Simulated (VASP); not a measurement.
A run of VASP 6.6.1 is set up as follows.

Contents of INCAR:

```
SYSTEM = LaTe4
  PREC = Accurate
  ENCUT = 600
  EDIFF = 1E-7
  ISMEAR = 0
  SIGMA = 0.1
  LREAL = .False.
  LASPH = .True.
  NELM = 80
  ALGO = Normal
  ISIF = 3
  LWAVE = .False.
  LCHARG = .False.
  GGA = PE
  IBRION = 2
  NSW = 100
  EDIFFG = -0.01
```

File KPOINTS:

```
regular mesh
0
Gamma
  8 8 8
  0 0 0
```

POSCAR

```
LaTe4
1.0
    0.0000000000      4.5655581777      4.5655581777
    4.5655581777      0.0000000000      4.5655581777
    4.5655581777      4.5655581777      0.0000000000
La Te
1 4
Direct
    0.5000000000      0.5000000000      0.5000000000
    0.8747503837      0.3757488490      0.8747503837
    0.8747503837      0.8747503837      0.8747503837
    0.3757488490      0.8747503837      0.8747503837
    0.8747503837      0.8747503837      0.3757488490
```

Potentials or basis: VASP PAW PBE potentials, release 64 (La, Te).

The run is started by

```console
$ cat potpaw_PBE.64/La/POTCAR potpaw_PBE.64/Te/POTCAR > POTCAR
$ mpirun -np 1 vasp_std > vasp.out
```

(1) Estimate the relaxed volume.

(2) What does it give for the space group after relaxing (to 0.05 Å)?

(3) Estimate the relaxed cell.

Answers

(1) 37.83 Å³/atom.

(2) F-43m (No. 216).

(3) a = 6.443 Å, b = 6.443 Å, c = 6.443 Å, α = 60.00°, β = 60.00°, γ = 60.00°.
